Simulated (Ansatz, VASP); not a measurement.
**One calculation of WSe4, two programs**

```
Se W
1.0
     3.27025    0.00000    0.00000
    -1.63513    2.83212    0.00000
     0.00000    0.00000   37.97689
Se W
4 1
Direct
  0.33333 0.66667 0.10533
  0.33333 0.66667 0.45595
  0.33333 0.66667 0.54405
  0.33333 0.66667 0.89467
  0.00000 0.00000 0.50000
```

Alike in both runs: task single point; functional PBEsol; k mesh 9 × 9 × 1; occupations gaussian, width 0.05 eV; no spin polarisation.

```csv
,VASP,Ansatz
version,VASP 6.6.1,Ansatz 0.2.0
potentials or method,"VASP PAW PBE potentials, release 64 (Se, W_sv), cutoff 520 eV","scalar-relativistic, plane waves, PAW"
valence electrons in the cell,38,78
```

```tsv
	VASP	Ansatz	Ansatz less VASP
gap on the k mesh at the Fermi level (eV)	none	none	-
rms of the force components (eV/Å)	0.026	0.004	-0.0225
```

VASP's potentials were made for PBE, not for PBEsol. A gap of «none» marks a metal or a gap that the smearing closes. VASP's potentials hold 38 valence electrons a cell and Ansatz's 78, so a difference there can come from the potentials and not from the codes.

Spin-orbit coupling is off throughout.
